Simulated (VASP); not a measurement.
# SnO (P4/nmm) in VASP: further runs

The runs below take SnO through single point, relaxation of cell and atoms, with PBE, LDA.

All numbers are computed with VASP 6.6.1; they aren't measurements. Logs are shortened: lines on timing, memory, paths and dates and some standing lists are left out, and cuts for length are marked.

## (1) The cell of the first run

The structure is tetragonal, space group P4/nmm (No. 129). Conventional cell: a = 3.814 Å, b = 3.814 Å, c = 4.887 Å, α = 90.00°, β = 90.00°, γ = 90.00°. Within 2.9 Å of Sn (site symmetry 4mm) lie 4 O at 2.23 Å. O (site symmetry -4m2) has 4 Sn at 2.23 Å and 4 O at 2.70 Å within 2.9 Å.

## (2) Single point, PBE

The input, INCAR:

```
  ALGO = Normal
  EDIFF = 1E-6
  ENCUT = 520
  GGA = PE
  ISIF = 2
  ISMEAR = 0
  LASPH = True
  LCHARG = True
  LELF = True
  LREAL = False
  LVHAR = True
  LWAVE = False
  NBANDS = 28
  NELM = 60
  PREC = Accurate
  SIGMA = 0.011
```

The input, KPOINTS:

```
k-points
0
Gamma
  7 7 6
```

The input, POSCAR:

```
SnO
1.0
    3.8136952200      0.0000000000      0.0000000000
    0.0000000000      3.8136952200      0.0000000000
    0.0000000000      0.0000000000      4.8869133000
Sn O
2 2
Direct
    0.5000000000      0.0000000000      0.7646261400
    0.0000000000      0.5000000000      0.2353738600
    0.0000000000      0.0000000000      0.0000000000
    0.5000000000      0.5000000000      0.0000000000
```

Potentials or basis: VASP PAW PBE potentials, release 64 (Sn_d, O).

On the command line:

```sh
> cat potpaw_PBE.64/Sn_d/POTCAR potpaw_PBE.64/O/POTCAR > POTCAR
> mpirun -np 1 vasp_std > vasp.out
```

OUTCAR:

```text
EDIFF = 1E-6
   ENCUT = 520
   GGA = PE
   ISIF = 2
   ISMEAR = 0
   LASPH = True
   LREAL = False
   NELM = 60
   PREC = Accurate

 ion  position               nearest neighbor table
   1  0.500  0.000  0.765-   3 2.23   4 2.23   4 2.23   3 2.23   2 3.54   2 3.54   2 3.54   2 3.54
                             2 3.74   2 3.74   2 3.74   2 3.74
   2  0.000  0.500  0.235-   3 2.23   4 2.23   3 2.23   4 2.23   1 3.54   1 3.54   1 3.54   1 3.54
                             1 3.74   1 3.74   1 3.74   1 3.74
   3  0.000  0.000  0.000-   1 2.23   2 2.23   2 2.23   1 2.23
   4  0.500  0.500  0.000-   1 2.23   2 2.23   1 2.23   2 2.23

  LATTYP: Found a simple tetragonal cell.
 ALAT       =     3.8136952200
 C/A-ratio  =     1.2814116016

  Lattice vectors:

 A1 = (   3.8136952200,   0.0000000000,   0.0000000000)
 A2 = (   0.0000000000,   3.8136952200,   0.0000000000)
 A3 = (   0.0000000000,   0.0000000000,   4.8869133000)

Analysis of symmetry for initial positions (statically):
=====================================================================
 Subroutine PRICEL returns:
 Original cell was already a primitive cell.

 Routine SETGRP: Setting up the symmetry group for a
 simple tetragonal supercell.

 Subroutine GETGRP returns: Found 16 space group operations
 (whereof  8 operations were pure point group operations)
 out of a pool of 16 trial point group operations.

The static configuration has the point symmetry D_2d.
 The point group associated with its full space group is D_4h.

Analysis of symmetry for dynamics (positions and initial velocities):
=====================================================================
 Subroutine PRICEL returns:
 Original cell was already a primitive cell.

 Routine SETGRP: Setting up the symmetry group for a
 simple tetragonal supercell.

 Subroutine GETGRP returns: Found 16 space group operations
 (whereof  8 operations were pure point group operations)
 out of a pool of 16 trial point group operations.

The dynamic configuration has the point symmetry D_2d.
 The point group associated with its full space group is D_4h.

 Subroutine INISYM returns: Found 16 space group operations
 (whereof  8 operations are pure point group operations),
 and found     1 'primitive' translations

----------------------------------------------------------------------------------------

                                     Primitive cell

  volume of cell :      71.0766

  direct lattice vectors                    reciprocal lattice vectors
     3.813695220  0.000000000  0.000000000     0.262212878  0.000000000  0.000000000
     0.000000000  3.813695220  0.000000000     0.000000000  0.262212878  0.000000000
     0.000000000  0.000000000  4.886913300     0.000000000  0.000000000  0.204628144

  length of vectors
     3.813695220  3.813695220  4.886913300     0.262212878  0.262212878  0.204628144

  position of ions in fractional coordinates (direct lattice)
     0.500000000  0.000000000  0.764626140
     0.000000000  0.500000000  0.235373860
     0.000000000  0.000000000  0.000000000
     0.500000000  0.500000000  0.000000000

  ion indices of the primitive-cell ions
   primitive index   ion index
                 1           1
                 2           2
                 3           3
                 4           4

----------------------------------------------------------------------------------------

 KPOINTS: k-points

Automatic generation of k-mesh.
 Grid dimensions read from file:
 generate k-points for:    7    7    6

 Generating k-lattice:

  Cartesian coordinates                     Fractional coordinates (reciprocal lattice)
     0.037458983  0.000000000  0.000000000     0.142857143  0.000000000  0.000000000
     0.000000000  0.037458983  0.000000000     0.000000000  0.142857143  0.000000000
     0.000000000  0.000000000  0.034104691     0.000000000  0.000000000  0.166666667

  Length of vectors
     0.037458983  0.037458983  0.034104691

  Shift w.r.t. Gamma in fractional coordinates (k-lattice)
     0.000000000  0.000000000  0.000000000

 Subroutine IBZKPT returns following result:
 ===========================================

 Found     40 irreducible k-points:

 Following reciprocal coordinates:
            Coordinates               Weight
  0.000000  0.000000  0.000000      1.000000
  0.142857  0.000000  0.000000      4.000000
  0.285714  0.000000  0.000000      4.000000
  0.428571  0.000000  0.000000      4.000000
  0.142857  0.142857  0.000000      4.000000
  0.285714  0.142857  0.000000      8.000000
[... 16 lines left out ...]
  0.285714  0.000000  0.333333      8.000000
  0.428571  0.000000  0.333333      8.000000
 [... further k-points ...]
   k-points           NKPTS =     40   k-points in BZ     NKDIM =     40   number of bands    NBANDS=     28
   number of dos      NEDOS =    301   number of ions     NIONS =      4
   total plane-waves  NPLWV =  28224
   dimension x,y,z NGX =    28 NGY =   28 NGZ =   36
   dimension x,y,z NGXF=    56 NGYF=   56 NGZF=   72
   ions per type =               2   2
   NGX,Y,Z   is equivalent  to a cutoff of  12.21, 12.21, 12.25 a.u.
   NGXF,Y,Z  is equivalent  to a cutoff of  24.41, 24.41, 24.49 a.u.
 SYSTEM =  unknown system
   PREC   = accura    normal or accurate (medium, high low for compatibility)
   ISTART =      0    job   : 0-new  1-cont  2-samecut
   ICHARG =      2    charge: 1-file 2-atom 10-const
   ISPIN  =      1    spin polarized calculation?
   LNONCOLLINEAR =      F non collinear calculations
   LSORBIT =      F    spin-orbit coupling
   LASPH  =      T    aspherical Exc in radial PAW
   ENCUT  =  520.0 eV  38.22 Ry    6.18 a.u.   7.09  7.09  9.09*2*pi/ulx,y,z
   NELM   =     60;   NELMIN=  2; NELMDL= -5     # of ELM steps
   EDIFF  = 0.1E-05   stopping-criterion for ELM
   LREAL  =      F    real-space projection
   EDIFFG = 0.1E-04   stopping-criterion for IOM
   NSW    =      0    number of steps for IOM
   IBRION =     -1    ionic relax: 0-MD 1-quasi-New 2-CG
   NFREE  =      0    steps in history (QN), initial steepest desc. (CG)
   ISIF   =      2    stress and relaxation
   ISYM   =      2    0-nonsym 1-usesym 2-fastsym
   POTIM  = 0.5000    time-step for ionic-motion
   TEBEG  =    0.0;   TEEND  =   0.0 temperature during run
   PSTRESS=    0.0 pullay stress
   NELECT =      40.0000    total number of electrons
   NUPDOWN=      -1.0000    fix difference up-down
   EMIN   =  10.00;   EMAX   =-10.00  energy-range for DOS
   EFERMI =   0.00;   METHOD = LEGACY
   ISMEAR =     0;   SIGMA  =   0.01  broadening in eV -4-tet -1-fermi 0-gaus
   EFERMI_NEDOS =   21; number of points for ismear=-14 and -15
   IALGO  =     38    algorithm
   IMIX   =      4    mixing-type and parameters
     AMIX     =   0.40;   BMIX     =  1.00
     AMIX_MAG =   1.60;   BMIX_MAG =  1.00
  volume/ion in A,a.u.               =      17.77       119.91
  Fermi-wavevector in a.u.,A,eV,Ry     =   1.351614  2.554180 24.855939  1.826860
  Thomas-Fermi vector in A             =   2.479021
   LORBIT       =      0    0 simple, 1 ext, 2 COOP (PROOUT), +10 PAW based schemes
   GGA     = PE    functional components
   LHFCALC =     F    Hartree Fock is set to
   AEXX    =    0.0000 exact exchange contribution
   IVDW    =     0    specifies the selected vdW correction
   LEPSILON=     F    determine dielectric tensor
   LRPA    =     F    only Hartree local field effects (RPA)
 non-spin polarized calculation
 Gauss-broadening in eV      SIGMA  =   0.01
  energy-cutoff  :      520.00
  volume of cell :       71.08
 maximum number of plane-waves:      1930
   NGX = 15   NGY = 15   NGZ = 19

 number of electron      39.9999978 magnetization

 Free energy of the ion-electron system (eV)
  ---------------------------------------------------
  ext. energy  EPLUGINS =         0.00000000
  ---------------------------------------------------
  free energy    TOTEN  =       -22.68522962 eV

  energy without entropy =      -22.68522962  energy(sigma->0) =      -22.68522962

 E-fermi :   7.1310     XC(G=0): -10.1723

 val. band max:        7.0075697478   @ k =   0.0000   0.0000   0.0000
 cond. band min:       7.3920719897   @ k =   0.4286   0.4286   0.0000
 fundamental gap:      0.3845022419
 Fermi energy:         7.1309514314

 k-point     1 :       0.0000    0.0000    0.0000
  band No.  band energies     occupation
      1     -14.9955      2.00000
      2     -14.5602      2.00000
      3     -14.5600      2.00000
      4     -14.5600      2.00000
      5     -14.5179      2.00000
      6     -14.5078      2.00000
[... 20 lines left out ...]
     27      13.7936      0.00000
     28      14.2240      0.00000

 k-point     2 :       0.1429    0.0000    0.0000
  band No.  band energies     occupation
      1     -14.9846      2.00000
      2     -14.5660      2.00000
      3     -14.5561      2.00000
      4     -14.5556      2.00000
      5     -14.5214      2.00000
      6     -14.5199      2.00000
[... 20 lines left out ...]
     27      14.0367      0.00000
     28      15.6885      0.00000

 k-point     3 :       0.2857    0.0000    0.0000
  band No.  band energies     occupation
      1     -14.9539      2.00000
      2     -14.6902      2.00000
      3     -14.5448      2.00000
      4     -14.5445      2.00000
      5     -14.5243      2.00000
      6     -14.5238      2.00000
[... 20 lines left out ...]
     27      14.4082      0.00000
     28      17.8920      0.00000

 k-point     4 :       0.4286    0.0000    0.0000
  band No.  band energies     occupation
      1     -14.9015      2.00000
      2     -14.8156      2.00000
      3     -14.5341      2.00000
      4     -14.5294      2.00000
      5     -14.5285      2.00000
      6     -14.5198      2.00000
[... 578 lines left out ...]
     27      14.7488      0.00000
     28      15.8733      0.00000

 k-point    23 :       0.2857    0.0000    0.3333
  band No.  band energies     occupation
      1     -14.9519      2.00000
      2     -14.7102      2.00000
      3     -14.5535      2.00000
      4     -14.5304      2.00000
      5     -14.5294      2.00000
      6     -14.5278      2.00000
[... 20 lines left out ...]
     27      15.2347      0.00000
     28      17.3540      0.00000

 k-point    24 :       0.4286    0.0000    0.3333
  band No.  band energies     occupation
      1     -14.9080      2.00000
      2     -14.8301      2.00000
      3     -14.5554      2.00000
      4     -14.5473      2.00000
      5     -14.5218      2.00000
      6     -14.5184      2.00000
[... 20 lines left out ...]
     27      15.8071      0.00000
     28      16.6623      0.00000

 [... further k-points ...]
[... 5 lines left out ...]
  --------------------------------------------------------------------------------------
  -------------------------------------------------------------------------------------
  Total        1.8369362      1.8369362      1.4280034      0.0000000      0.0000000      0.0000000
  in kB       41.4074082     41.4074082     32.1894255      0.0000000      0.0000000      0.0000000
  external PRESSURE =      38.3347473 kB  Pullay stress =       0.0000000 kB

 VOLUME and BASIS-vectors are now :
 -----------------------------------------------------------------------------
  energy-cutoff  :      520.00
  volume of cell :       71.08
      direct lattice vectors                 reciprocal lattice vectors
     3.813695220  0.000000000  0.000000000     0.262212878  0.000000000  0.000000000
     0.000000000  3.813695220  0.000000000     0.000000000  0.262212878  0.000000000
     0.000000000  0.000000000  4.886913300     0.000000000  0.000000000  0.204628144

 POSITION                                       TOTAL-FORCE (eV/Angst)
 -----------------------------------------------------------------------------------
      1.90685      0.00000      3.73666         0.000000     -0.000000     -0.455034
      0.00000      1.90685      1.15025        -0.000000     -0.000000      0.455034
      0.00000      0.00000      0.00000        -0.000000      0.000000      0.000000
      1.90685      1.90685      0.00000        -0.000000     -0.000000      0.000000
 -----------------------------------------------------------------------------------
    total drift:                                0.000000      0.000000      0.000000

  FREE ENERGIE OF THE ION-ELECTRON SYSTEM (eV)
  ---------------------------------------------------
  free  energy   TOTEN  =       -22.6852296181 eV

  energy  without entropy=      -22.6852296181  energy(sigma->0) =      -22.68522962
```

Wall time 29 s (1 thread of Intel Xeon 6975P-C (Granite Rapids), shared host); peak memory 0.21 GiB.

What came out:

| Property | Result |
| --- | --- |
| Free energy | -22.6852 eV |
| Pressure | 3.8 GPa |
| Largest force | 0.455 eV/Å |
| Band gap on the k mesh | 0.38 eV, indirect (least direct gap 2.05 eV) |

Forces in eV/Å, atoms in the order of the input:
```
Sn   0.000  0.000 -0.455
Sn   0.000  0.000  0.455
O    0.000  0.000  0.000
O    0.000  0.000  0.000
```

Stress tensor (GPa, compression positive):
```
4.14 0.00 0.00
0.00 4.14 0.00
0.00 0.00 3.22
```

Caveat: spin-orbit coupling is left out, which moves the levels of the heavy elements. A k mesh can miss the band edges.

## (3) Single point, PBE

This run uses another cell than the first one, of 18.95 Å³/atom, 1.067 times its volume.

The input, INCAR:

```
SYSTEM = SnO
ALGO = Normal
EDIFF = 1E-6
ENCUT = 520
GGA = PE
ISIF = 2
ISMEAR = -1
LASPH = .TRUE.
LCHARG = .FALSE.
LREAL = .FALSE.
LWAVE = .FALSE.
NBANDS = 28
NELM = 60
PREC = Accurate
SIGMA = 0.05
```

The input, KPOINTS:

```
k-points
0
G
  7 7 6
  0 0 0
```

The input, POSCAR:

```
SnO
1.0
    3.8682795928      0.0000000000      0.0000000000
    0.0000000000      3.8682795928      0.0000000000
    0.0000000000      0.0000000000      5.0665286087
Sn O
2 2
Direct
    0.5000000000      0.0000000000      0.7712320564
    0.0000000000      0.5000000000      0.2287679436
    0.0000000000      0.0000000000      0.0000000000
    0.5000000000      0.5000000000      0.0000000000
```

Potentials or basis: VASP PAW PBE potentials, release 64 (Sn_d, O).

On the command line:

```sh
> cat potpaw_PBE.64/Sn_d/POTCAR potpaw_PBE.64/O/POTCAR > POTCAR
> mpirun -np 1 vasp_std > vasp.out
```

Wall time 34 s (1 thread of Intel Xeon 6975P-C (Granite Rapids), shared host); peak memory 0.21 GiB.

It converged, with:

| Quantity | Value |
| --- | --- |
| Free energy | -22.7260 eV |
| Pressure | 0.2 GPa |
| Largest force | 0.076 eV/Å |
| Band gap on the k mesh | 0.72 eV, indirect (least direct gap 1.91 eV) |

Forces in eV/Å, atoms in the order of the input:
```
Sn   0.000  0.000 -0.076
Sn   0.000  0.000  0.076
O    0.000  0.000  0.000
O    0.000  0.000  0.000
```

Levels at points of the mesh, in eV from the valence-band top:
```csv
k point,band 18,band 19,band 20,band 21,band 22,band 23
"(0.00, 0.00, 0.00)",-2.88,-2.88,0.00,1.91,4.07,4.92
"(0.00, 0.00, 0.50)",-2.90,-2.90,-1.94,1.72,3.31,3.31
```

Caveat: spin-orbit coupling is left out, which moves the levels of the heavy elements. A hybrid or GW would open this gap; PBE tends to underestimate it.

## (4) Relaxation of cell and atoms, PBE

The input, INCAR:

```
SYSTEM = SnO
PREC     = Accurate       ! precision mode
ENCUT    = 600            ! plane-wave cutoff, eV
EDIFF    = 1E-6           ! SCF threshold, eV
ISMEAR   = -1             ! smearing method
SIGMA    = 0.05           ! smearing width, eV
LREAL    = .FALSE.        ! projectors in reciprocal space
LASPH    = .TRUE.         ! aspherical terms in the spheres
NELM     = 80             ! most SCF steps
ALGO     = Normal         ! electronic algorithm
ISIF     = 3              ! what is computed and relaxed
LWAVE    = .FALSE.        ! write WAVECAR
LCHARG   = .FALSE.        ! write CHGCAR
GGA      = PE             ! functional
IBRION   = 2              ! ionic algorithm
NSW      = 60             ! ionic steps
EDIFFG   = -0.01          ! ionic threshold
```

The input, KPOINTS:

```
regular mesh
0
G
  7 7 6
  0 0 0
```

The input, POSCAR:

```
SnO
1.0
    3.8136952200      0.0000000000      0.0000000000
    0.0000000000      3.8136952200      0.0000000000
    0.0000000000      0.0000000000      4.8869133000
Sn O
2 2
Direct
    0.5000000000      0.0000000000      0.7646261400
    0.0000000000      0.5000000000      0.2353738600
    0.0000000000      0.0000000000      0.0000000000
    0.5000000000      0.5000000000      0.0000000000
```

On the command line:

```sh
> cat potpaw_PBE.64/Sn_d/POTCAR potpaw_PBE.64/O/POTCAR > POTCAR
> mpirun -np 1 vasp_std > vasp.out
```

It took 4.1 min on 1 thread of Intel Xeon 6975P-C (Granite Rapids), shared host; peak memory 0.23 GiB.

It converged, with:

| Item | Value |
| --- | --- |
| Free energy | -22.7256 eV |
| Relaxed volume | 18.81 Å³/atom |
| Relaxed cell | a = 3.868 Å, b = 3.868 Å, c = 5.031 Å, α = 90.00°, β = 90.00°, γ = 90.00° |
| Space group after relaxing (to 0.05 Å) | P4/nmm (No. 129) |
| Energy gained by relaxing | 8.9 meV/atom |
| Ionic steps | 14 |
| Pressure after relaxing | 0.0 GPa |
| Largest force after relaxing | 0.005 eV/Å |
| Band gap on the k mesh | 0.65 eV, indirect (least direct gap 1.93 eV) |

Forces on the atoms (eV/Å):
```
Sn   0.000  0.000 -0.005
Sn   0.000  0.000  0.005
O    0.000  0.000  0.000
O    0.000  0.000  0.000
```

Step by step:
```
step  energy change (eV)  largest force (eV/Å)  pressure (GPa)  volume (Å³)
   1              0.0000                0.4547            3.77        71.08
   2             -0.0035                0.6835           -2.72        75.46
   3             -0.0302                0.1560            0.19        73.28
   4             -0.0302                0.1441            0.28        73.23
   5             -0.0322                0.0831            0.20        73.57
   6             -0.0331                0.0143            0.12        73.95
   7             -0.0331                0.0082            0.11        73.98
   8             -0.0337                0.0270           -0.04        74.23
   9             -0.0342                0.0459           -0.16        74.48
  10             -0.0345                0.0837           -0.40        74.98
  11             -0.0347                0.0728           -0.35        75.02
  12             -0.0353                0.0409           -0.17        75.11
  13             -0.0355                0.0244            0.13        75.31
  14             -0.0356                0.0055            0.03        75.25
```

Final structure:
```
Sn O
1.0
     3.86770    0.00000    0.00000
     0.00000    3.86770    0.00000
     0.00000    0.00000    5.03056
Sn O
2 2
Direct
  0.50000 0.00000 0.76898
  0.00000 0.50000 0.23102
  0.00000 0.00000 0.00000
  0.50000 0.50000 0.00000
```

Levels at points of the mesh, in eV from the valence-band top:
```
           k point  band 17  band 18  band 19  band 20  band 21  band 22  band 23  band 24
(0.00, 0.00, 0.00)    -3.15    -2.88    -2.88     0.00     1.93     4.15     4.85     4.85
(0.00, 0.00, 0.50)    -3.21    -2.89    -2.89    -1.95     1.73     3.24     3.24     3.74
```

Caveat: spin-orbit coupling is left out, which moves the levels of the heavy elements. A k mesh can miss the band edges.

[end of part 1 of 2]
